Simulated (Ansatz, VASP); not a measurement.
BaTaH4: VASP beside Ansatz

```
CELL_PARAMETERS angstrom
3.05369 0.00000 0.00000
0.00000 3.23619 0.00000
0.00000 0.00000 6.86003
ATOMIC_POSITIONS crystal
Ba 0.00000 0.00000 0.96677
Ta 0.00000 0.50000 0.44646
H 0.50000 0.00000 0.37368
H 0.50000 0.50000 0.85433
H 0.50000 0.50000 0.24968
H 0.50000 0.00000 0.60909
```

Alike in both runs: task relaxation of cell and atoms; functional PBE; k mesh 6 × 6 × 4; occupations gaussian, width 0.1 eV; no spin polarisation.

```csv
,VASP,Ansatz
version,VASP 6.6.1,Ansatz 0.2.0
potentials or method,"VASP PAW PBE potentials, release 64 (Ba_sv, Ta_pv, H), cutoff 600 eV","scalar-relativistic, plane waves, PAW"
valence electrons in the cell,25,27
```

```tsv
	VASP	Ansatz	Ansatz less VASP
gap on the k mesh at the Fermi level, each at its own relaxed structure (eV)	none	none	-
relaxed volume (Å³/atom)	11.53	11.16	-0.368
relaxed length of the cell vector where the two differ most in proportion (Å)	3.312	3.266	-0.0460
```

A gap of «none» marks a metal or a gap that the smearing closes. VASP's potentials hold 25 valence electrons a cell and Ansatz's 27, so a difference there can come from the potentials and not from the codes.

Neither program's run includes spin-orbit coupling.
